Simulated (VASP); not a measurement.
# GeW (Fm-3m) in VASP: settings compared

Aim: see how the results for GeW move with the level of theory and the settings. Levels: PBE+U, PBE, RPBE+D3(BJ). Tasks: single point.

Everything below comes from runs of VASP 6.6.1. Logs are shortened: lines on timing, memory, paths and dates and some standing lists are left out, and cuts for length are marked.

## 1. The cell of the first run

It takes space group Fm-3m (No. 225, cubic). The conventional cell has a = 5.156 Å, b = 5.156 Å, c = 5.156 Å, α = 90.00°, β = 90.00°, γ = 90.00°. Ge (site symmetry m-3m) has 6 W at 2.58 Å within 3.4 Å. Within 3.4 Å of W (site symmetry m-3m) lie 6 Ge at 2.58 Å.

## 2. Single point, PBE+U

Contents of INCAR:

```
SYSTEM = GeW
PREC     = Accurate       ! precision mode
ENCUT    = 520            ! plane-wave cutoff, eV
EDIFF    = 1E-6           ! SCF threshold, eV
ISMEAR   = -1             ! smearing method
SIGMA    = 0.05           ! smearing width, eV
LREAL    = .False.        ! projectors in reciprocal space
LASPH    = .True.         ! aspherical terms in the spheres
NELM     = 150            ! most SCF steps
ALGO     = Normal         ! electronic algorithm
ISIF     = 2              ! what is computed and relaxed
LWAVE    = .False.        ! write WAVECAR
LCHARG   = .False.        ! write CHGCAR
LMAXMIX  = 4              ! l up to which the mixer works
LDAU     = .True.         ! DFT+U
LDAUTYPE = 2            
LDAUL    = -1 2           ! shell
LDAUU    = 0 3            ! U, eV
LDAUJ    = 0 0          
LDAUPRINT= 1            
GGA      = PE             ! functional
NBANDS   = 21             ! bands
```

Contents of KPOINTS:

```
regular mesh
0
Gamma
  9 9 9
  0 0 0
```

Contents of POSCAR:

```
GeW
1.0
    0.0000000000      2.5780897680      2.5780897680
    2.5780897680      0.0000000000      2.5780897680
    2.5780897680      2.5780897680      0.0000000000
Ge W
1 1
Direct
    0.5000000000      0.5000000000      0.5000000000
    0.0000000000      0.0000000000      0.0000000000
```

Potentials or basis: VASP PAW PBE potentials, release 64 (Ge_d, W_sv).

Launch:

```
$ cat potpaw_PBE.64/Ge_d/POTCAR potpaw_PBE.64/W_sv/POTCAR > POTCAR
$ mpirun -np 1 vasp_std > vasp.out
```

OUTCAR:

```text
SYSTEM = GeW
   PREC = Accurate
   ENCUT = 520
   EDIFF = 1E-6
   ISMEAR = -1
   LREAL = .False.
   LASPH = .True.
   NELM = 150
   ISIF = 2
   GGA = PE

 ion  position               nearest neighbor table
   1  0.500  0.500  0.500-   2 2.58   2 2.58   2 2.58   2 2.58   2 2.58   2 2.58
   2  0.000  0.000  0.000-   1 2.58   1 2.58   1 2.58   1 2.58   1 2.58   1 2.58

  LATTYP: Found a face centered cubic cell.
 ALAT       =     5.1561795360

  Lattice vectors:

 A1 = (   0.0000000000,   2.5780897680,   2.5780897680)
 A2 = (   2.5780897680,   0.0000000000,   2.5780897680)
 A3 = (   2.5780897680,   2.5780897680,   0.0000000000)

Analysis of symmetry for initial positions (statically):
=====================================================================
 Subroutine PRICEL returns:
 Original cell was already a primitive cell.

 Routine SETGRP: Setting up the symmetry group for a
 face centered cubic supercell.

 Subroutine GETGRP returns: Found 48 space group operations
 (whereof 48 operations were pure point group operations)
 out of a pool of 48 trial point group operations.

The static configuration has the point symmetry O_h .

Analysis of symmetry for dynamics (positions and initial velocities):
=====================================================================
 Subroutine PRICEL returns:
 Original cell was already a primitive cell.

 Routine SETGRP: Setting up the symmetry group for a
 face centered cubic supercell.

 Subroutine GETGRP returns: Found 48 space group operations
 (whereof 48 operations were pure point group operations)
 out of a pool of 48 trial point group operations.

The dynamic configuration has the point symmetry O_h .

 Subroutine INISYM returns: Found 48 space group operations
 (whereof 48 operations are pure point group operations),
 and found     1 'primitive' translations

----------------------------------------------------------------------------------------

                                     Primitive cell

  volume of cell :      34.2708

  direct lattice vectors                    reciprocal lattice vectors
     0.000000000  2.578089768  2.578089768    -0.193942044  0.193942044  0.193942044
     2.578089768  0.000000000  2.578089768     0.193942044 -0.193942044  0.193942044
     2.578089768  2.578089768  0.000000000     0.193942044  0.193942044 -0.193942044

  length of vectors
     3.645969515  3.645969515  3.645969515     0.335917474  0.335917474  0.335917474

  position of ions in fractional coordinates (direct lattice)
     0.500000000  0.500000000  0.500000000
     0.000000000  0.000000000  0.000000000

  ion indices of the primitive-cell ions
   primitive index   ion index
                 1           1
                 2           2

----------------------------------------------------------------------------------------

 KPOINTS: regular mesh

Automatic generation of k-mesh.
 Grid dimensions read from file:
 generate k-points for:    9    9    9

 Generating k-lattice:

  Cartesian coordinates                     Fractional coordinates (reciprocal lattice)
    -0.021549116  0.021549116  0.021549116     0.111111111  0.000000000  0.000000000
     0.021549116 -0.021549116  0.021549116     0.000000000  0.111111111  0.000000000
     0.021549116  0.021549116 -0.021549116     0.000000000  0.000000000  0.111111111

  Length of vectors
     0.037324164  0.037324164  0.037324164

  Shift w.r.t. Gamma in fractional coordinates (k-lattice)
     0.000000000  0.000000000  0.000000000

 Subroutine IBZKPT returns following result:
 ===========================================

 Found     35 irreducible k-points:

 Following reciprocal coordinates:
            Coordinates               Weight
  0.000000  0.000000  0.000000      1.000000
  0.111111  0.000000  0.000000      8.000000
  0.222222  0.000000  0.000000      8.000000
  0.333333  0.000000  0.000000      8.000000
  0.444444  0.000000  0.000000      8.000000
  0.111111  0.111111  0.000000      6.000000
[... 16 lines left out ...]
 -0.333333  0.333333  0.000000     12.000000
  0.444444  0.444444  0.000000      6.000000
 [... further k-points ...]
   k-points           NKPTS =     35   k-points in BZ     NKDIM =     35   number of bands    NBANDS=     21
   number of dos      NEDOS =    301   number of ions     NIONS =      2
   total plane-waves  NPLWV =  21952
   dimension x,y,z NGX =    28 NGY =   28 NGZ =   28
   dimension x,y,z NGXF=    56 NGYF=   56 NGZF=   56
   ions per type =               1   1
   NGX,Y,Z   is equivalent  to a cutoff of  12.77, 12.77, 12.77 a.u.
   NGXF,Y,Z  is equivalent  to a cutoff of  25.53, 25.53, 25.53 a.u.
 SYSTEM =  GeW
   PREC   = accura    normal or accurate (medium, high low for compatibility)
   ISTART =      0    job   : 0-new  1-cont  2-samecut
   ICHARG =      2    charge: 1-file 2-atom 10-const
   ISPIN  =      1    spin polarized calculation?
   LNONCOLLINEAR =      F non collinear calculations
   LSORBIT =      F    spin-orbit coupling
   LASPH  =      T    aspherical Exc in radial PAW
   ENCUT  =  520.0 eV  38.22 Ry    6.18 a.u.   6.78  6.78  6.78*2*pi/ulx,y,z
   NELM   =    150;   NELMIN=  2; NELMDL= -5     # of ELM steps
   EDIFF  = 0.1E-05   stopping-criterion for ELM
   LREAL  =      F    real-space projection
   EDIFFG = 0.1E-04   stopping-criterion for IOM
   NSW    =      0    number of steps for IOM
   IBRION =     -1    ionic relax: 0-MD 1-quasi-New 2-CG
   NFREE  =      0    steps in history (QN), initial steepest desc. (CG)
   ISIF   =      2    stress and relaxation
   ISYM   =      2    0-nonsym 1-usesym 2-fastsym
   POTIM  = 0.5000    time-step for ionic-motion
   TEBEG  =    0.0;   TEEND  =   0.0 temperature during run
   PSTRESS=    0.0 pullay stress
   NELECT =      28.0000    total number of electrons
   NUPDOWN=      -1.0000    fix difference up-down
   EMIN   =  10.00;   EMAX   =-10.00  energy-range for DOS
   EFERMI =   0.00;   METHOD = LEGACY
   ISMEAR =    -1;   SIGMA  =   0.05  broadening in eV -4-tet -1-fermi 0-gaus
   EFERMI_NEDOS =   21; number of points for ismear=-14 and -15
   IALGO  =     38    algorithm
   IMIX   =      4    mixing-type and parameters
     AMIX     =   0.40;   BMIX     =  1.00
     AMIX_MAG =   1.60;   BMIX_MAG =  1.00
  volume/ion in A,a.u.               =      17.14       115.64
  Fermi-wavevector in a.u.,A,eV,Ry     =   1.530451  2.892133 31.868664  2.342281
  Thomas-Fermi vector in A             =   2.637932
   LORBIT       =      0    0 simple, 1 ext, 2 COOP (PROOUT), +10 PAW based schemes
 LDA+U is selected, type is set to LDAUTYPE =  2
   angular momentum for each species LDAUL =    -1    2
   U (eV)           for each species LDAUU =   0.0  3.0
   J (eV)           for each species LDAUJ =   0.0  0.0
   GGA     = PE    functional components
   LHFCALC =     F    Hartree Fock is set to
   AEXX    =    0.0000 exact exchange contribution
   IVDW    =     0    specifies the selected vdW correction
   LEPSILON=     F    determine dielectric tensor
   LRPA    =     F    only Hartree local field effects (RPA)
 non-spin polarized calculation
  energy-cutoff  :      520.00
  volume of cell :       34.27
 maximum number of plane-waves:       944
   NGX = 13   NGY = 13   NGZ = 13

atom =   2  type =  2  l = 2

 onsite density matrix

spin component  1

  0.3022 -0.0000  0.0000 -0.0000 -0.0000
 -0.0000  0.3022 -0.0000 -0.0000  0.0000
  0.0000 -0.0000  0.3929 -0.0000 -0.0000
 -0.0000 -0.0000 -0.0000  0.3022 -0.0000
 -0.0000  0.0000 -0.0000 -0.0000  0.3929

spin component  2

  0.3022 -0.0000  0.0000 -0.0000 -0.0000
 -0.0000  0.3022 -0.0000 -0.0000  0.0000
  0.0000 -0.0000  0.3929 -0.0000 -0.0000
 -0.0000 -0.0000 -0.0000  0.3022 -0.0000
 -0.0000  0.0000 -0.0000 -0.0000  0.3929

 occupancies and eigenvectors

  o =  0.3022  v =  0.0000  0.0773  0.0000  0.9970  0.0000  0.0000  0.0000  0.0000  0.0000  0.0000      0.0000  0.0000  0.0000  0.0000  0.0000  0.0000  0.0000  0.0000  0.0000  0.0000
  o =  0.3022  v =  0.0000  0.0000  0.0000  0.0000  0.0000  0.0000  0.0773  0.0000  0.9970  0.0000      0.0000  0.0000  0.0000  0.0000  0.0000  0.0000  0.0000  0.0000  0.0000  0.0000
  o =  0.3022  v =  0.0000  0.9970  0.0000 -0.0773 -0.0000  0.0000  0.0000  0.0000  0.0000  0.0000      0.0000  0.0000  0.0000  0.0000  0.0000  0.0000  0.0000  0.0000  0.0000  0.0000
  o =  0.3022  v =  0.0000  0.0000  0.0000  0.0000  0.0000  0.0000  0.9970  0.0000 -0.0773 -0.0000      0.0000  0.0000  0.0000  0.0000  0.0000  0.0000  0.0000  0.0000  0.0000  0.0000
  o =  0.3022  v =  1.0000  0.0000  0.0000  0.0000  0.0000  0.0000  0.0000  0.0000  0.0000  0.0000      0.0000  0.0000  0.0000  0.0000  0.0000  0.0000  0.0000  0.0000  0.0000  0.0000
  o =  0.3022  v =  0.0000  0.0000  0.0000  0.0000  0.0000  1.0000  0.0000  0.0000  0.0000  0.0000      0.0000  0.0000  0.0000  0.0000  0.0000  0.0000  0.0000  0.0000  0.0000  0.0000
  o =  0.3929  v =  0.0000  0.0000  0.0000  0.0000  0.0000  0.0000 -0.0000  0.0350  0.0000 -0.9994      0.0000  0.0000  0.0000  0.0000  0.0000  0.0000  0.0000  0.0000  0.0000  0.0000
  o =  0.3929  v =  0.0000 -0.0000  0.0350  0.0000 -0.9994  0.0000  0.0000  0.0000  0.0000  0.0000      0.0000  0.0000  0.0000  0.0000  0.0000  0.0000  0.0000  0.0000  0.0000  0.0000
  o =  0.3929  v =  0.0000  0.0000  0.0000  0.0000  0.0000  0.0000  0.0000 -0.9994  0.0000 -0.0350      0.0000  0.0000  0.0000  0.0000  0.0000  0.0000  0.0000  0.0000  0.0000  0.0000
  o =  0.3929  v =  0.0000  0.0000 -0.9994  0.0000 -0.0350  0.0000  0.0000  0.0000  0.0000  0.0000      0.0000  0.0000  0.0000  0.0000  0.0000  0.0000  0.0000  0.0000  0.0000  0.0000

 number of electron      27.9999991 magnetization

 Free energy of the ion-electron system (eV)
  ---------------------------------------------------
  ext. energy  EPLUGINS =         0.00000000
  ---------------------------------------------------
  free energy    TOTEN  =       -12.35788195 eV

  energy without entropy =      -12.33675013  energy(sigma->0) =      -12.34731604

 E-fermi :   9.2857     XC(G=0): -12.4283

 val. band max:        9.2752113972   @ k =  -0.2222   0.3333   0.1111
 cond. band min:       9.2979466220   @ k =   0.3333   0.1111   0.0000
 fundamental gap:      0.0227352248
 Fermi energy:         9.2857422674

 k-point     1 :       0.0000    0.0000    0.0000
  band No.  band energies     occupation
      1     -65.7424      2.00000
      2     -29.9023      2.00000
      3     -29.9023      2.00000
      4     -29.9023      2.00000
      5     -15.2487      2.00000
      6     -15.2487      2.00000
[... 13 lines left out ...]
     20      17.2766      0.00000
     21      24.3546      0.00000

 k-point     2 :       0.1111    0.0000    0.0000
  band No.  band energies     occupation
      1     -65.7420      2.00000
      2     -29.9140      2.00000
      3     -29.9044      2.00000
      4     -29.9044      2.00000
      5     -15.2444      2.00000
      6     -15.2444      2.00000
[... 13 lines left out ...]
     20      17.7449      0.00000
     21      21.9310      0.00000

 k-point     3 :       0.2222    0.0000    0.0000
  band No.  band energies     occupation
      1     -65.7410      2.00000
      2     -29.9435      2.00000
      3     -29.9098      2.00000
      4     -29.9098      2.00000
      5     -15.2337      2.00000
      6     -15.2337      2.00000
[... 13 lines left out ...]
     20      19.5934      0.00000
     21      20.6913      0.00000
[... 457 lines left out ...]
 k-point    23 :      -0.3333    0.3333    0.0000
  band No.  band energies     occupation
      1     -65.7385      2.00000
      2     -29.9699      2.00000
      3     -29.9655      2.00000
      4     -29.9293      2.00000
      5     -15.2354      2.00000
      6     -15.2168      2.00000
[... 13 lines left out ...]
     20      20.0814      0.00000
     21      20.5296      0.00000

 k-point    24 :       0.4444    0.4444    0.0000
  band No.  band energies     occupation
      1     -65.7384      2.00000
      2     -29.9880      2.00000
      3     -29.9374      2.00000
      4     -29.9374      2.00000
      5     -15.2427      2.00000
      6     -15.2373      2.00000
[... 13 lines left out ...]
     20      21.0585      0.00000
     21      23.9151      0.00000

 [... further k-points ...]
[... 5 lines left out ...]
  --------------------------------------------------------------------------------------
  -------------------------------------------------------------------------------------
  Total        0.6166526      0.6166526      0.6166526     -0.0000000      0.0000000     -0.0000000
  in kB       28.8288330     28.8288330     28.8288330     -0.0000000      0.0000000     -0.0000000
  external PRESSURE =      28.8288330 kB  Pullay stress =       0.0000000 kB

 VOLUME and BASIS-vectors are now :
 -----------------------------------------------------------------------------
  energy-cutoff  :      520.00
  volume of cell :       34.27
      direct lattice vectors                 reciprocal lattice vectors
     0.000000000  2.578089768  2.578089768    -0.193942044  0.193942044  0.193942044
     2.578089768  0.000000000  2.578089768     0.193942044 -0.193942044  0.193942044
     2.578089768  2.578089768  0.000000000     0.193942044  0.193942044 -0.193942044

 POSITION                                       TOTAL-FORCE (eV/Angst)
 -----------------------------------------------------------------------------------
      2.57809      2.57809      2.57809        -0.000000     -0.000000      0.000000
      0.00000      0.00000      0.00000         0.000000      0.000000     -0.000000
 -----------------------------------------------------------------------------------
    total drift:                                0.000000      0.000000      0.000000

  FREE ENERGIE OF THE ION-ELECTRON SYSTEM (eV)
  ---------------------------------------------------
  free  energy   TOTEN  =       -12.3578819451 eV

  energy  without entropy=      -12.3367501299  energy(sigma->0) =      -12.34731604
```

It took 11 s on 1 thread of Intel Xeon 6975P-C (Granite Rapids), shared host; peak memory 0.17 GiB.

What came out:

- Free energy: -12.3579 eV
- Pressure: 2.9 GPa
- Band gap on the k mesh: zero (band 14 reaches 9.79 eV, above the bottom of band 15 at 8.07 eV)

Levels at points of the mesh, in eV from the Fermi level:
```
           k point  band 12  band 13  band 14  band 15  band 16  band 17
(0.00, 0.00, 0.00)    -1.56    -1.56    -1.00    -1.00     2.25     2.25
```

Eigenvalues of the final occupation matrices:
```
    site  spin  trace               eigenvalues
site 2 d     1   1.69  0.30 0.30 0.30 0.39 0.39
site 2 d     2   1.69  0.30 0.30 0.30 0.39 0.39
```

Caveat: spin-orbit coupling is left out, which moves the levels of the heavy elements; U without spin polarisation on a metal has little footing; the U is typed as a test and isn't derived for this compound.

(Part 1 of 3 ends here.)
